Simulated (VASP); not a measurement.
# Ge (P-3m1) in VASP: a series of runs

Ge is run at these levels: PBE; tasks: single point.

Everything below comes from runs of VASP 6.6.1. Logs are shortened: lines on timing, memory, paths and dates and some standing lists are left out, and cuts for length are marked.

### Step 1. The cell of the first run

The structure is trigonal, space group P-3m1 (No. 164). Conventional cell: a = 4.007 Å, b = 4.007 Å, c = 3.259 Å, α = 90.00°, β = 90.00°, γ = 120.00°. Within 3.3 Å of Ge (site symmetry 3m) lie 8 Ge at 2.49 to 3.29 Å.

### Step 2. Single point, PBE

INCAR

```
  ALGO = Normal
  EDIFF = 1E-6
  ENCUT = 520
  GGA = PE
  ISIF = 2
  ISMEAR = -1
  LASPH = True
  LCHARG = False
  LREAL = False
  LWAVE = False
  NBANDS = 21
  NELM = 60
  PREC = Accurate
  SIGMA = 0.05
```

KPOINTS

```
k-points
0
Gamma
  8 8 8
```

POSCAR

```
Ge
1.0
    4.0069088150      0.0000000000      0.0000000000
   -2.0034495095      3.4700858315      0.0000000000
    0.0000000000      0.0000000000      3.2586715575
Ge
2
Direct
    0.6666700000      0.3333300000      0.1408600000
    0.3333300000      0.6666700000      0.8591400000
```

Potentials or basis: VASP PAW PBE potentials, release 64 (Ge_d).

Command:

```
$ cat potpaw_PBE.64/Ge_d/POTCAR > POTCAR
$ mpirun -np 1 vasp_std > vasp.out
```

OUTCAR:

```text
EDIFF = 1E-6
   ENCUT = 520
   GGA = PE
   ISIF = 2
   ISMEAR = -1
   LASPH = True
   LREAL = False
   NELM = 60
   PREC = Accurate

 ion  position               nearest neighbor table
   1  0.667  0.333  0.141-   2 2.49   2 2.49   2 2.49
   2  0.333  0.667  0.859-   1 2.49   1 2.49   1 2.49

  LATTYP: Found a hexagonal cell.
 ALAT       =     4.0069088150
 C/A-ratio  =     0.8132632181

  Lattice vectors:

 A1 = (   4.0069088150,   0.0000000000,   0.0000000000)
 A2 = (  -2.0034495095,   3.4700858315,   0.0000000000)
 A3 = (   0.0000000000,   0.0000000000,   3.2586715575)

Analysis of symmetry for initial positions (statically):
=====================================================================
 Subroutine PRICEL returns:
 Original cell was already a primitive cell.

 Routine SETGRP: Setting up the symmetry group for a
 hexagonal supercell.

 Subroutine GETGRP returns: Found  4 space group operations
 (whereof  4 operations were pure point group operations)
 out of a pool of 24 trial point group operations.

The static configuration has the point symmetry C_2h.

Analysis of symmetry for dynamics (positions and initial velocities):
=====================================================================
 Subroutine PRICEL returns:
 Original cell was already a primitive cell.

 Routine SETGRP: Setting up the symmetry group for a
 hexagonal supercell.

 Subroutine GETGRP returns: Found  4 space group operations
 (whereof  4 operations were pure point group operations)
 out of a pool of 24 trial point group operations.

The dynamic configuration has the point symmetry C_2h.

 Subroutine INISYM returns: Found  4 space group operations
 (whereof  4 operations are pure point group operations),
 and found     1 'primitive' translations

----------------------------------------------------------------------------------------

                                     Primitive cell

  volume of cell :      45.3096

  direct lattice vectors                    reciprocal lattice vectors
     4.006908815  0.000000000  0.000000000     0.249568944  0.144088303  0.000000000
    -2.003449509  3.470085832  0.000000000     0.000000000  0.288177310  0.000000000
     0.000000000  0.000000000  3.258671558     0.000000000  0.000000000  0.306873517

  length of vectors
     4.006908815  4.006907238  3.258671558     0.288177196  0.288177310  0.306873517

  position of ions in fractional coordinates (direct lattice)
     0.666670000  0.333330000  0.140860000
     0.333330000  0.666670000  0.859140000

  ion indices of the primitive-cell ions
   primitive index   ion index
                 1           1
                 2           2

----------------------------------------------------------------------------------------

 KPOINTS: k-points

Automatic generation of k-mesh.
 Grid dimensions read from file:
 generate k-points for:    8    8    8

 Generating k-lattice:

  Cartesian coordinates                     Fractional coordinates (reciprocal lattice)
     0.031196118  0.018011038  0.000000000     0.125000000  0.000000000  0.000000000
     0.000000000  0.036022164  0.000000000     0.000000000  0.125000000  0.000000000
     0.000000000  0.000000000  0.038359190     0.000000000  0.000000000  0.125000000

  Length of vectors
     0.036022150  0.036022164  0.038359190

  Shift w.r.t. Gamma in fractional coordinates (k-lattice)
     0.000000000  0.000000000  0.000000000

 Subroutine IBZKPT returns following result:
 ===========================================

 Found    150 irreducible k-points:

 Following reciprocal coordinates:
            Coordinates               Weight
  0.000000  0.000000  0.000000      1.000000
  0.125000  0.000000  0.000000      4.000000
 -0.125000  0.125000  0.000000      2.000000
  0.250000  0.000000  0.000000      4.000000
 -0.250000  0.250000  0.000000      2.000000
  0.375000  0.000000  0.000000      4.000000
[... 16 lines left out ...]
  0.125000  0.000000  0.125000      4.000000
  0.000000  0.125000  0.125000      4.000000
 [... further k-points ...]
   k-points           NKPTS =    150   k-points in BZ     NKDIM =    150   number of bands    NBANDS=     21
   number of dos      NEDOS =    301   number of ions     NIONS =      2
   total plane-waves  NPLWV =  21600
   dimension x,y,z NGX =    30 NGY =   30 NGZ =   24
   dimension x,y,z NGXF=    60 NGYF=   60 NGZF=   48
   ions per type =               2
   NGX,Y,Z   is equivalent  to a cutoff of  12.45, 12.45, 12.24 a.u.
   NGXF,Y,Z  is equivalent  to a cutoff of  24.89, 24.89, 24.49 a.u.
 SYSTEM =  unknown system
   PREC   = accura    normal or accurate (medium, high low for compatibility)
   ISTART =      0    job   : 0-new  1-cont  2-samecut
   ICHARG =      2    charge: 1-file 2-atom 10-const
   ISPIN  =      1    spin polarized calculation?
   LNONCOLLINEAR =      F non collinear calculations
   LSORBIT =      F    spin-orbit coupling
   LASPH  =      T    aspherical Exc in radial PAW
   ENCUT  =  520.0 eV  38.22 Ry    6.18 a.u.   7.45  7.45  6.06*2*pi/ulx,y,z
   NELM   =     60;   NELMIN=  2; NELMDL= -5     # of ELM steps
   EDIFF  = 0.1E-05   stopping-criterion for ELM
   LREAL  =      F    real-space projection
   EDIFFG = 0.1E-04   stopping-criterion for IOM
   NSW    =      0    number of steps for IOM
   IBRION =     -1    ionic relax: 0-MD 1-quasi-New 2-CG
   NFREE  =      0    steps in history (QN), initial steepest desc. (CG)
   ISIF   =      2    stress and relaxation
   ISYM   =      2    0-nonsym 1-usesym 2-fastsym
   POTIM  = 0.5000    time-step for ionic-motion
   TEBEG  =    0.0;   TEEND  =   0.0 temperature during run
   PSTRESS=    0.0 pullay stress
   NELECT =      28.0000    total number of electrons
   NUPDOWN=      -1.0000    fix difference up-down
   EMIN   =  10.00;   EMAX   =-10.00  energy-range for DOS
   EFERMI =   0.00;   METHOD = LEGACY
   ISMEAR =    -1;   SIGMA  =   0.05  broadening in eV -4-tet -1-fermi 0-gaus
   EFERMI_NEDOS =   21; number of points for ismear=-14 and -15
   IALGO  =     38    algorithm
   IMIX   =      4    mixing-type and parameters
     AMIX     =   0.40;   BMIX     =  1.00
     AMIX_MAG =   1.60;   BMIX_MAG =  1.00
  volume/ion in A,a.u.               =      22.65       152.88
  Fermi-wavevector in a.u.,A,eV,Ry     =   1.394432  2.635095 26.455730  1.944441
  Thomas-Fermi vector in A             =   2.517982
   LORBIT       =      0    0 simple, 1 ext, 2 COOP (PROOUT), +10 PAW based schemes
   GGA     = PE    functional components
   LHFCALC =     F    Hartree Fock is set to
   AEXX    =    0.0000 exact exchange contribution
   IVDW    =     0    specifies the selected vdW correction
   LEPSILON=     F    determine dielectric tensor
   LRPA    =     F    only Hartree local field effects (RPA)
 non-spin polarized calculation
  energy-cutoff  :      520.00
  volume of cell :       45.31
 maximum number of plane-waves:      1255
 NGX is ok and might be reduce to    30
   NGX = 15   NGY = 15   NGZ = 13

 number of electron      28.0000021 magnetization

 Free energy of the ion-electron system (eV)
  ---------------------------------------------------
  ext. energy  EPLUGINS =         0.00000000
  ---------------------------------------------------
  free energy    TOTEN  =        -8.42554109 eV

  energy without entropy =       -8.41762390  energy(sigma->0) =       -8.42158249

 E-fermi :   4.7995     XC(G=0): -10.1028

 val. band max:        4.7926722764   @ k =  -0.3750   0.2500   0.3750
 cond. band min:       4.8684123314   @ k =   0.2500   0.0000   0.5000
 fundamental gap:      0.0757400550
 Fermi energy:         4.7994605455

 k-point     1 :       0.0000    0.0000    0.0000
  band No.  band energies     occupation
      1     -19.8657      2.00000
      2     -19.8656      2.00000
      3     -19.8034      2.00000
      4     -19.7864      2.00000
      5     -19.7864      2.00000
      6     -19.7784      2.00000
[... 13 lines left out ...]
     20      17.6301      0.00000
     21      18.9769      0.00000

 k-point     2 :       0.1250    0.0000    0.0000
  band No.  band energies     occupation
      1     -19.8688      2.00000
      2     -19.8670      2.00000
      3     -19.8018      2.00000
      4     -19.7920      2.00000
      5     -19.7808      2.00000
      6     -19.7649      2.00000
[... 13 lines left out ...]
     20      16.6073      0.00000
     21      17.1265      0.00000

 k-point     3 :      -0.1250    0.1250    0.0000
  band No.  band energies     occupation
      1     -19.8688      2.00000
      2     -19.8670      2.00000
      3     -19.8018      2.00000
      4     -19.7920      2.00000
      5     -19.7808      2.00000
      6     -19.7649      2.00000
[... 13 lines left out ...]
     20      16.6074      0.00000
     21      17.1266      0.00000

 k-point     4 :       0.2500    0.0000    0.0000
  band No.  band energies     occupation
      1     -19.8707      2.00000
      2     -19.8693      2.00000
      3     -19.8178      2.00000
      4     -19.7797      2.00000
      5     -19.7668      2.00000
      6     -19.7437      2.00000
[... 13 lines left out ...]
     20      15.0574      0.00000
     21      16.0418      0.00000

 k-point     5 :      -0.2500    0.2500    0.0000
  band No.  band energies     occupation
      1     -19.8707      2.00000
      2     -19.8693      2.00000
      3     -19.8178      2.00000
      4     -19.7797      2.00000
      5     -19.7668      2.00000
      6     -19.7437      2.00000
[... 13 lines left out ...]
     20      15.0575      0.00000
     21      16.0419      0.00000
[... 382 lines left out ...]
     20      13.3980      0.00000
     21      14.2009      0.00000

 k-point    22 :       0.0000    0.0000    0.1250
  band No.  band energies     occupation
      1     -19.8675      2.00000
      2     -19.8675      2.00000
      3     -19.7967      2.00000
      4     -19.7914      2.00000
      5     -19.7914      2.00000
      6     -19.7735      2.00000
[... 13 lines left out ...]
     20      16.1533      0.00000
     21      16.6417      0.00000

 k-point    23 :       0.1250    0.0000    0.1250
  band No.  band energies     occupation
      1     -19.8705      2.00000
      2     -19.8678      2.00000
      3     -19.8025      2.00000
      4     -19.7883      2.00000
      5     -19.7826      2.00000
      6     -19.7647      2.00000
[... 13 lines left out ...]
     20      14.9174      0.00000
     21      16.1295      0.00000

 k-point    24 :       0.0000    0.1250    0.1250
  band No.  band energies     occupation
      1     -19.8715      2.00000
      2     -19.8667      2.00000
      3     -19.8009      2.00000
      4     -19.7887      2.00000
      5     -19.7850      2.00000
      6     -19.7637      2.00000
[... 13 lines left out ...]
     20      14.8082      0.00000
     21      16.3831      0.00000

 [... further k-points ...]

------------------------ aborting loop because EDIFF is reached ----------------------------------------

  FORCE on cell =-STRESS in cart. coord.  units (eV):
  Direction    XX          YY          ZZ          XY          YZ          ZX
  --------------------------------------------------------------------------------------
  -------------------------------------------------------------------------------------
  Total        0.9761139      0.9763677     -0.5342366      0.0002207      0.0001599     -0.0002769
  in kB       34.5160267     34.5250014    -18.8909577      0.0078037      0.0056539     -0.0097917
  external PRESSURE =      16.7166901 kB  Pullay stress =       0.0000000 kB

 VOLUME and BASIS-vectors are now :
 -----------------------------------------------------------------------------
  energy-cutoff  :      520.00
  volume of cell :       45.31
      direct lattice vectors                 reciprocal lattice vectors
     4.006908815  0.000000000  0.000000000     0.249568944  0.144088303  0.000000000
    -2.003449509  3.470085832  0.000000000     0.000000000  0.288177310  0.000000000
     0.000000000  0.000000000  3.258671558     0.000000000  0.000000000  0.306873517

 POSITION                                       TOTAL-FORCE (eV/Angst)
 -----------------------------------------------------------------------------------
      2.00348      1.15668      0.45902        -0.000322      0.000186      0.224098
     -0.00002      2.31340      2.79966         0.000322     -0.000186     -0.224098
 -----------------------------------------------------------------------------------
    total drift:                                0.000000      0.000000      0.000000

  FREE ENERGIE OF THE ION-ELECTRON SYSTEM (eV)
  ---------------------------------------------------
  free  energy   TOTEN  =        -8.4255410858 eV

  energy  without entropy=       -8.4176238994  energy(sigma->0) =       -8.42158249
```

Wall time 73 s (1 thread of Intel Xeon Platinum 8375C at 2.90GHz (Ice Lake), shared host); peak memory 0.23 GiB.

What came out:

| Property | Result |
| --- | --- |
| Free energy | -8.4255 eV |
| Pressure | 1.7 GPa |
| Largest force | 0.224 eV/Å |
| Band gap on the k mesh | zero (band 14 reaches 7.49 eV, above the bottom of band 15 at 2.24 eV) |

Forces on the atoms (eV/Å):
```
Ge   0.000  0.000  0.224
Ge   0.000  0.000 -0.224
```

Stress tensor (GPa, compression positive):
```
 3.45  0.00  0.00
 0.00  3.45  0.00
 0.00  0.00 -1.89
```

### Step 3. Single point, PBE

This run uses another cell than the first one, of 23.14 Å³/atom, 1.021 times its volume.

INCAR

```
ALGO = Normal
EDIFF = 1E-7
ENCUT = 520
GGA = PE
ISIF = 2
ISMEAR = -1
LASPH = True
LCHARG = False
LREAL = False
LWAVE = False
NBANDS = 21
NELM = 80
PREC = Accurate
SIGMA = 0.05
```

KPOINTS is that of step 2.

POSCAR

```
Ge
1.0
    4.0351274124      0.0000000000      0.0000000000
   -2.0175587738      3.4945238608      0.0000000000
    0.0000000000      0.0000000000      3.2816207049
Ge
2
Direct
    0.6666700000      0.3333300000      0.1408600000
    0.3333300000      0.6666700000      0.8591400000
```

Potentials or basis: VASP PAW PBE potentials, release 64 (Ge_d).

Command:

```
$ cat potpaw_PBE.64/Ge_d/POTCAR > POTCAR
$ mpirun -np 1 vasp_std > vasp.out
```

Run time: 75 s. Hardware: 1 thread of Intel Xeon Platinum 8375C at 2.90GHz (Ice Lake), shared host; peak memory 0.24 GiB.

It converged, with:

| Item | Value |
| --- | --- |
| Free energy | -8.4322 eV |
| Pressure | 0.5 GPa |
| Largest force | 0.146 eV/Å |
| Band gap on the k mesh | zero (band 14 reaches 7.21 eV, above the bottom of band 15 at 2.11 eV) |

Forces on the atoms (eV/Å):
```
Ge   0.000  0.000  0.146
Ge   0.000  0.000 -0.146
```

Stress tensor (GPa, compression positive):
```
 2.07  0.00  0.00
 0.00  2.08  0.00
 0.00  0.00 -2.78
```

Levels at points of the mesh, in eV from the Fermi level:
```tsv
k point	band 11	band 12	band 13	band 14	band 15	band 16	band 17	band 18
(0.00, 0.00, 0.00)	-12.21	-2.34	-1.10	-1.10	2.42	3.00	3.00	3.30
(0.50, 0.00, 0.00)	-10.16	-8.31	-2.70	-0.31	3.49	3.89	7.31	8.33
(0.50, 0.50, 0.00)	-10.16	-8.31	-2.70	-0.32	3.49	3.89	7.31	8.33
(0.00, 0.00, 0.50)	-10.29	-6.48	0.43	0.43	1.10	2.89	3.95	3.95
(0.50, 0.00, 0.50)	-8.31	-6.61	-3.96	-2.26	-1.00	2.44	3.87	4.87
(0.50, 0.50, 0.50)	-8.31	-6.61	-3.96	-2.26	-1.00	2.44	3.87	4.87
```
